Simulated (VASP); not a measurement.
Crystal: S.

```
S
1.0
     3.69965    0.00000    0.00000
    -1.84982    3.20399    0.00000
     0.00000    0.00000   10.07627
S
4
Direct
  0.00000 0.00000 0.25000
  0.00000 0.00000 0.75000
  0.33333 0.66667 0.75000
  0.66667 0.33333 0.25000
```

```yaml
Program: VASP 6.6.1
Task: relaxation of cell and atoms
Functional: PBE
Potentials_or_basis: VASP PAW PBE potentials, release 64 (S)
Cutoff: 600 eV
k_mesh: 6 × 6 × 2
Occupations: gaussian, width 0.1 eV
Spin: no spin polarisation
```

At the start: pressure 9.4 GPa; volume 29.86 Å³/atom.

Q: Where does the relaxation end?

A: Over 4 steps the energy falls by 201.5 meV/atom and the volume is 35.24 Å³/atom (+18.0 %); space group P6_3/mmc (No. 194, to 0.05 Å).

The path:
| step | energy change (eV) | largest force (eV/Å) | pressure (GPa) | volume (Å³) |
| --- | --- | --- | --- | --- |
| 1 | 0.0000 | 0.0000 | 9.42 | 119.44 |
| 2 | -0.6329 | 0.0000 | -3.17 | 151.69 |
| 3 | -0.8046 | 0.0000 | 0.28 | 140.01 |
| 4 | -0.8058 | 0.0000 | -0.08 | 140.97 |

Final structure:
```yaml
crystal:
  lattice:
    - [4.02062, 0.00000, 0.00000]
    - [-2.01031, 3.48196, 0.00000]
    - [0.00000, 0.00000, 10.06984]
  atoms:
    - { symbol: S, position: [0.00000, 0.00000, 0.25000] }
    - { symbol: S, position: [0.00000, 0.00000, 0.75000] }
    - { symbol: S, position: [0.33333, 0.66667, 0.75000] }
    - { symbol: S, position: [0.66667, 0.33333, 0.25000] }
```

Caveat: the volume moved by over 15 % at a fixed basis, so the end points are rough; this functional lacks dispersion, which binds the layers, so the pressure and a relaxed spacing across them are unreliable.
